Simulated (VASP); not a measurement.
# Au in VASP: notebook

Au is run at these levels: PBEsol, LDA; tasks: relaxation of cell and atoms, single point.

All numbers are computed with VASP 6.6.1; they aren't measurements. Logs are shortened: lines on timing, memory, paths and dates and some standing lists are left out, and cuts for length are marked.

### Step 1. The cell of the first run

Symmetry: Fm-3m, No. 225, cubic system. Conventional cell: a = 4.083 Å, b = 4.083 Å, c = 4.083 Å, α = 90.00°, β = 90.00°, γ = 90.00°. Within 3.8 Å of Au (site symmetry m-3m) lie 12 Au at 2.89 Å.

### Step 2. Relaxation of cell and atoms, PBEsol, target pressure 3 GPa, at which the enthalpy is minimised

File INCAR:

```
PREC     = Accurate       # precision mode
ENCUT    = 500            # plane-wave cutoff, eV
EDIFF    = 1E-7           # SCF threshold, eV
ISMEAR   = -1             # smearing method
SIGMA    = 0.15           # smearing width, eV
LREAL    = F              # projectors in reciprocal space
LASPH    = T              # aspherical terms in the spheres
NELM     = 120            # most SCF steps
ALGO     = Normal         # electronic algorithm
ISIF     = 3              # what is computed and relaxed
LWAVE    = F              # write WAVECAR
LCHARG   = F              # write CHGCAR
GGA      = PS             # functional
IBRION   = 2              # ionic algorithm
NSW      = 80             # ionic steps
EDIFFG   = -0.001         # ionic threshold
PSTRESS  = 30.0         
GGA_COMPAT= F            
NELMIN   = 4
```

File KPOINTS:

```
regular mesh
0
Gamma
  20 20 20
```

File POSCAR:

```
Au
1.0
    0.0000000000      2.0416550051      2.0416550051
    2.0416550051      0.0000000000      2.0416550051
    2.0416550051      2.0416550051      0.0000000000
Au
1
Direct
    0.0000000000      0.0000000000      0.0000000000
```

Potentials or basis: VASP PAW PBE potentials, release 64 (Au).

Run with:

```bash
cat potpaw_PBE.64/Au/POTCAR > POTCAR
mpirun -np 1 vasp_std > vasp.out
```

OUTCAR:

```text
PREC = Accurate
   ENCUT = 500
   EDIFF = 1E-7
   ISMEAR = -1
   LREAL = F
   LASPH = T
   NELM = 120
   ISIF = 3
   GGA = PS
   IBRION = 2
   NSW = 80
   EDIFFG = -0.001
   PSTRESS = 30.0
   NELMIN = 4

 ion  position               nearest neighbor table
   1  0.000  0.000  0.000-

  LATTYP: Found a face centered cubic cell.
 ALAT       =     4.0833100102

  Lattice vectors:

 A1 = (   0.0000000000,   2.0416550051,   2.0416550051)
 A2 = (   2.0416550051,   0.0000000000,   2.0416550051)
 A3 = (   2.0416550051,   2.0416550051,   0.0000000000)

Analysis of symmetry for initial positions (statically):
=====================================================================
 Subroutine PRICEL returns:
 Original cell was already a primitive cell.

 Routine SETGRP: Setting up the symmetry group for a
 face centered cubic supercell.

 Subroutine GETGRP returns: Found 48 space group operations
 (whereof 48 operations were pure point group operations)
 out of a pool of 48 trial point group operations.

The static configuration has the point symmetry O_h .

Analysis of symmetry for dynamics (positions and initial velocities):
=====================================================================
 Subroutine PRICEL returns:
 Original cell was already a primitive cell.

 Routine SETGRP: Setting up the symmetry group for a
 face centered cubic supercell.

 Subroutine GETGRP returns: Found 48 space group operations
 (whereof 48 operations were pure point group operations)
 out of a pool of 48 trial point group operations.

The dynamic configuration has the point symmetry O_h .

 Subroutine INISYM returns: Found 48 space group operations
 (whereof 48 operations are pure point group operations),
 and found     1 'primitive' translations

----------------------------------------------------------------------------------------

                                     Primitive cell

  volume of cell :      17.0207

  direct lattice vectors                    reciprocal lattice vectors
     0.000000000  2.041655005  2.041655005    -0.244899358  0.244899358  0.244899358
     2.041655005  0.000000000  2.041655005     0.244899358 -0.244899358  0.244899358
     2.041655005  2.041655005  0.000000000     0.244899358  0.244899358 -0.244899358

  length of vectors
     2.887336198  2.887336198  2.887336198     0.424178131  0.424178131  0.424178131

  position of ions in fractional coordinates (direct lattice)
     0.000000000  0.000000000  0.000000000

  ion indices of the primitive-cell ions
   primitive index   ion index
                 1           1

----------------------------------------------------------------------------------------

 KPOINTS: regular mesh

Automatic generation of k-mesh.
 Grid dimensions read from file:
 generate k-points for:   20   20   20

 Generating k-lattice:

  Cartesian coordinates                     Fractional coordinates (reciprocal lattice)
    -0.012244968  0.012244968  0.012244968     0.050000000  0.000000000  0.000000000
     0.012244968 -0.012244968  0.012244968     0.000000000  0.050000000  0.000000000
     0.012244968  0.012244968 -0.012244968     0.000000000  0.000000000  0.050000000

  Length of vectors
     0.021208907  0.021208907  0.021208907

  Shift w.r.t. Gamma in fractional coordinates (k-lattice)
     0.000000000  0.000000000  0.000000000

 Subroutine IBZKPT returns following result:
 ===========================================

 Found    256 irreducible k-points:

 Following reciprocal coordinates:
            Coordinates               Weight
  0.000000  0.000000  0.000000      1.000000
  0.050000  0.000000  0.000000      8.000000
  0.100000  0.000000  0.000000      8.000000
  0.150000  0.000000  0.000000      8.000000
  0.200000  0.000000  0.000000      8.000000
  0.250000  0.000000  0.000000      8.000000
[... 16 lines left out ...]
 -0.400000  0.050000  0.000000     24.000000
 -0.350000  0.050000  0.000000     24.000000
 [... further k-points ...]
   k-points           NKPTS =    256   k-points in BZ     NKDIM =    256   number of bands    NBANDS=      9
   number of dos      NEDOS =    301   number of ions     NIONS =      1
   total plane-waves  NPLWV =  13824
   dimension x,y,z NGX =    24 NGY =   24 NGZ =   24
   dimension x,y,z NGXF=    48 NGYF=   48 NGZF=   48
   ions per type =               1
   NGX,Y,Z   is equivalent  to a cutoff of  13.82, 13.82, 13.82 a.u.
   NGXF,Y,Z  is equivalent  to a cutoff of  27.64, 27.64, 27.64 a.u.
 SYSTEM =  unknown system
   PREC   = accura    normal or accurate (medium, high low for compatibility)
   ISTART =      0    job   : 0-new  1-cont  2-samecut
   ICHARG =      2    charge: 1-file 2-atom 10-const
   ISPIN  =      1    spin polarized calculation?
   LNONCOLLINEAR =      F non collinear calculations
   LSORBIT =      F    spin-orbit coupling
   LASPH  =      T    aspherical Exc in radial PAW
   ENCUT  =  500.0 eV  36.75 Ry    6.06 a.u.   5.26  5.26  5.26*2*pi/ulx,y,z
   NELM   =    120;   NELMIN=  4; NELMDL= -5     # of ELM steps
   EDIFF  = 0.1E-06   stopping-criterion for ELM
   LREAL  =      F    real-space projection
   EDIFFG = -.1E-02   stopping-criterion for IOM
   NSW    =     80    number of steps for IOM
   IBRION =      2    ionic relax: 0-MD 1-quasi-New 2-CG
   NFREE  =      1    steps in history (QN), initial steepest desc. (CG)
   ISIF   =      3    stress and relaxation
   ISYM   =      2    0-nonsym 1-usesym 2-fastsym
   POTIM  = 0.5000    time-step for ionic-motion
   TEBEG  =    0.0;   TEEND  =   0.0 temperature during run
   PSTRESS=   30.0 pullay stress
   NELECT =      11.0000    total number of electrons
   NUPDOWN=      -1.0000    fix difference up-down
   EMIN   =  10.00;   EMAX   =-10.00  energy-range for DOS
   EFERMI =   0.00;   METHOD = LEGACY
   ISMEAR =    -1;   SIGMA  =   0.15  broadening in eV -4-tet -1-fermi 0-gaus
   EFERMI_NEDOS =   21; number of points for ismear=-14 and -15
   IALGO  =     38    algorithm
   IMIX   =      4    mixing-type and parameters
     AMIX     =   0.40;   BMIX     =  1.00
     AMIX_MAG =   1.60;   BMIX_MAG =  1.00
  volume/ion in A,a.u.               =      17.02       114.86
  Fermi-wavevector in a.u.,A,eV,Ry     =   1.415403  2.674723 27.257435  2.003365
  Thomas-Fermi vector in A             =   2.536845
   LORBIT       =      0    0 simple, 1 ext, 2 COOP (PROOUT), +10 PAW based schemes
   GGA     = PS    functional components
   LHFCALC =     F    Hartree Fock is set to
   AEXX    =    0.0000 exact exchange contribution
   IVDW    =     0    specifies the selected vdW correction
   LEPSILON=     F    determine dielectric tensor
   LRPA    =     F    only Hartree local field effects (RPA)
 conjugate gradient relaxation of ions
 non-spin polarized calculation
  energy-cutoff  :      500.00
  volume of cell :       17.02
 maximum number of plane-waves:       444
 NGX is ok and might be reduce to    24
   NGX = 11   NGY = 11   NGZ = 11

--------------------------------------- Ionic step        1  -------------------------------------------

 number of electron      11.0000000 magnetization

 Free energy of the ion-electron system (eV)
  ---------------------------------------------------
  ext. energy  EPLUGINS =         0.00000000
  ---------------------------------------------------
  free energy    TOTEN  =        -3.93464037 eV

  energy without entropy =       -3.91400260  energy(sigma->0) =       -3.92432148

------------------------ aborting loop because EDIFF is reached ----------------------------------------

  FORCE on cell =-STRESS in cart. coord.  units (eV):
  Direction    XX          YY          ZZ          XY          YZ          ZX
  --------------------------------------------------------------------------------------
  -------------------------------------------------------------------------------------
  Total       -0.0301753     -0.0301753     -0.0301753     -0.0000000      0.0000000     -0.0000000
  in kB       -2.8404323     -2.8404323     -2.8404323     -0.0000000      0.0000000     -0.0000000
  external PRESSURE =     -32.8404323 kB  Pullay stress =      30.0000000 kB
[... 22 lines left out ...]
  enthalpy is  TOTEN    =        -3.6159362003 eV   P V=        0.3187041665

--------------------------------------- Ionic step        2  -------------------------------------------

 number of electron      11.0000000 magnetization

 E-fermi :  10.1973     XC(G=0): -13.1959

 val. band max:       10.1883743101   @ k =   0.5000   0.2500   0.1000
 cond. band min:      10.2016350085   @ k =   0.5000   0.3500   0.1500
 fundamental gap:      0.0132606984
 Fermi energy:        10.1972997672

 k-point     1 :       0.0000    0.0000    0.0000
  band No.  band energies     occupation
      1      -0.3143      2.00000
      2       5.2016      2.00000
      3       5.2016      2.00000
      4       5.2016      2.00000
      5       6.8778      2.00000
      6       6.8778      2.00000
      7      24.5910      0.00000
      8      28.8873      0.00000
      9      28.8873      0.00000
[... 265 lines left out ...]
 k-point    24 :      -0.3500    0.0500    0.0000
  band No.  band energies     occupation
      1       2.3612      2.00000
      2       5.2721      2.00000
      3       5.3395      2.00000
      4       6.3083      2.00000
      5       7.5784      2.00000
      6       8.1504      2.00000
      7      17.0711      0.00000
      8      24.7457      0.00000
      9      27.8567      0.00000

 [... further k-points ...]
[... 5 lines left out ...]
  --------------------------------------------------------------------------------------
  -------------------------------------------------------------------------------------
  Total        1.0040117      1.0040117      1.0040117     -0.0000000     -0.0000000      0.0000000
  in kB       99.4460648     99.4460648     99.4460648     -0.0000000     -0.0000000      0.0000000
  external PRESSURE =      69.4460648 kB  Pullay stress =      30.0000000 kB
[... 133 lines left out ...]
  enthalpy is  TOTEN    =        -3.6191190605 eV   P V=        0.3131150592

--------------------------------------- Ionic step        6  -------------------------------------------

 number of electron      10.9999999 magnetization

 Free energy of the ion-electron system (eV)
  ---------------------------------------------------
  ext. energy  EPLUGINS =         0.00000000
  ---------------------------------------------------
  free energy    TOTEN  =        -3.93213750 eV

  energy without entropy =       -3.91164802  energy(sigma->0) =       -3.92189276

 E-fermi :   9.6116     XC(G=0): -12.9994

 val. band max:        9.6097838921   @ k =   0.5000   0.1000   0.0000
 cond. band min:       9.6660737863   @ k =  -0.4500   0.1000   0.0500
 fundamental gap:      0.0562898941
 Fermi energy:         9.6116457829

 k-point     1 :       0.0000    0.0000    0.0000
  band No.  band energies     occupation
      1      -0.5245      2.00000
      2       4.8169      2.00000
      3       4.8169      2.00000
      4       4.8169      2.00000
      5       6.3991      2.00000
      6       6.3991      2.00000
      7      24.0756      0.00000
      8      28.1810      0.00000
      9      28.1810      0.00000
[... 265 lines left out ...]
 k-point    24 :      -0.3500    0.0500    0.0000
  band No.  band energies     occupation
      1       2.0984      2.00000
      2       4.8864      2.00000
      3       4.9500      2.00000
      4       5.9047      2.00000
      5       7.0643      2.00000
      6       7.6135      2.00000
      7      16.3038      0.00000
      8      24.1793      0.00000
      9      26.9807      0.00000

 [... further k-points ...]
[... 5 lines left out ...]
  --------------------------------------------------------------------------------------
  -------------------------------------------------------------------------------------
  Total        0.3129512      0.3129512      0.3129512      0.0000000      0.0000000     -0.0000000
  in kB       29.9936602     29.9936602     29.9936602      0.0000000      0.0000000     -0.0000000
  external PRESSURE =      -0.0063398 kB  Pullay stress =      30.0000000 kB
[... 16 lines left out ...]
  FREE ENERGIE OF THE ION-ELECTRON SYSTEM (eV)
  ---------------------------------------------------
  free  energy   TOTEN  =        -3.9321375043 eV

  energy  without entropy=       -3.9116480215  energy(sigma->0) =       -3.92189276

  enthalpy is  TOTEN    =        -3.6191201727 eV   P V=        0.3130173316

 reached required accuracy - stopping structural energy minimisation
```

Run time: 1.8 min. Hardware: 1 thread of Intel Xeon 8259CL, shared host; peak memory 0.18 GiB.

Results:

```yaml
Free_energy: -3.9321 eV
Relaxed_volume: 16.72 Å³/atom
Relaxed_cell: a = 2.870 Å, b = 2.870 Å, c = 2.870 Å, α = 60.00°, β = 60.00°, γ = 60.00°
Space_group_after_relaxing_to_0.1_Å: Fm-3m (No. 225)
Energy_change_on_relaxing_the_run_minimises_the_enthalpy: +2.5 meV/atom
Ionic_steps: 6
Pressure_after_relaxing: 3.0 GPa
Band_gap_on_the_k_mesh: zero (an odd number of electrons rules out a gap without spin polarisation)
```

Step by step:
```csv
step,energy change (eV),largest force (eV/Å),pressure (GPa),volume (Å³)
1,0.0000,0.0000,-0.28,17.02
2,0.0239,0.0000,9.94,16.18
3,0.0025,0.0000,2.97,16.72
4,0.0026,0.0000,3.04,16.71
5,0.0024,0.0000,2.94,16.72
6,0.0025,0.0000,3.00,16.72
```

Final structure:
```
Au
1.0
     0.00000    2.02944    2.02944
     2.02944    0.00000    2.02944
     2.02944    2.02944    0.00000
Au
1
Cartesian
  0.0000 2.0294 2.0294
```

Caveat: the cell is relaxed towards a set pressure, so the run minimises the enthalpy, not the energy; the PAW data sets were made with another functional, which shifts forces and pressure a little; spin-orbit coupling is left out, which moves the levels of the heavy elements.

### Step 3. Single point, LDA (strained)

File INCAR:

```
SYSTEM = Au
PREC = Accurate ; ENCUT = 520
EDIFF = 1E-6 ; ISMEAR = 0
SIGMA = 0.1 ; LREAL = .False.
LASPH = .True. ; NELM = 60
ALGO = Normal ; ISIF = 2
LWAVE = .False. ; LCHARG = .True.
LELF = .True. ; LVHAR = .True.
NBANDS = 12
```

File KPOINTS:

```
regular mesh
0
Gamma
  18 18 18
  0 0 0
```

File POSCAR:

```
Au
1.0
    0.0000000000      2.0917692100      2.0917692100
    2.0917692100      0.0000000000      2.0917692100
    2.0917692100      2.0917692100      0.0000000000
Au
1
Direct
    0.0000000000      0.0000000000      0.0000000000
```

Potentials or basis: VASP PAW LDA potentials, release 64 (Au).

Run with:

```bash
cat potpaw_LDA.64/Au/POTCAR > POTCAR
mpirun -np 1 vasp_std > vasp.out
```

Run time: 28 s. Hardware: 1 thread of AMD EPYC 7R13 (Zen 3), shared host; peak memory 0.13 GiB.

It converged, with:

```
Free energy            : -4.3653 eV
Pressure               : -14.1 GPa
Band gap on the k mesh : zero (an odd number of electrons rules out a gap without spin polarisation)
```

Levels at points of the mesh, in eV from the Fermi level:
```tsv
k point	band 2	band 3	band 4	band 5	band 6	band 7	band 8	band 9	band 10	band 11
(0.00, 0.00, 0.00)	-4.27	-4.27	-4.27	-2.91	-2.91	14.64	18.17	18.17	18.17	22.99
(0.50, 0.00, 0.00)	-4.29	-4.29	-1.85	-1.85	-0.61	2.75	14.08	16.54	16.54	23.93
(0.50, 0.50, 0.00)	-6.10	-1.88	-1.57	-1.57	1.23	5.25	9.78	9.78	16.55	18.97
```

Caveat: the cell differs from its parent crystal (strained); the cell stands under tension; spin-orbit coupling is left out, which moves the levels of the heavy elements.

(Continued in part 2 of 2.)
